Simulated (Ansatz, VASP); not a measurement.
## One calculation of Cu, two programs

Contents of INCAR:

```
PREC = Accurate ; ENCUT = 520
EDIFF = 1E-6 ; ISMEAR = 0
SIGMA = 0.15 ; LREAL = False
LASPH = True ; NELM = 80
ALGO = Fast ; ISIF = 2
LWAVE = False ; LCHARG = False
GGA = PE ; NBANDS = 12
```

File KPOINTS:

```
Automatic mesh
0
Gamma
  20 20 20
```

Contents of POSCAR:

```
Cu
1.0
    0.0000000000      2.0864521729      1.8143062373
    1.5421603017      0.0000000000      1.8143062373
    1.5421603017      2.0864521729      0.0000000000
Cu
1
Direct
    0.0000000000      0.0000000000      0.0000000000
```

Input for Ansatz:

```yaml
crystal:
  lattice:
    - [0.0, 2.0864521729, 1.8143062373]
    - [1.5421603017, 0.0, 1.8143062373]
    - [1.5421603017, 2.0864521729, 0.0]
  atoms:
    - { symbol: Cu, position: [0.0, 0.0, 0.0] }
basis:
  ecutwfc: 520.0
kpoints:
  mp_grid: { grid: [20, 20, 20] }
hamiltonian:
  xc: pbe
  pseudopotentials: { kind: paw, azcp: { folder: soft_1 } }
scf:
  occupations: { method: gaussian, width: 0.15 }
output:
  forces: true
  stress: true
  eigenvalues: true
```

Change from the starting cell: engineering shear strain xy +0.0000, strain +e along x and -e along y -0.1500.

Alike in both runs: task single point; functional PBE; k mesh 20 × 20 × 20; occupations gaussian, width 0.15 eV; no spin polarisation.

|  | VASP | Ansatz |
| --- | --- | --- |
| version | VASP 6.6.1 | Ansatz 0.2.0 |
| potentials or method | VASP PAW PBE potentials, release 64 (Cu), cutoff 520 eV | scalar-relativistic, plane waves, PAW |
| valence electrons in the cell | 11 | 19 |

```csv
,VASP,Ansatz,Ansatz less VASP
gap on the k mesh at the Fermi level (eV),none,none,-
pressure (GPa),7.0,6.2,-0.76
"traceless stress, the component that is largest in VASP (GPa)",-13.52,-13.61,-0.093
```

A gap of «none» marks a metal or a gap that the smearing closes. VASP's potentials hold 11 valence electrons a cell and Ansatz's 19, so a difference there can come from the potentials and not from the codes.
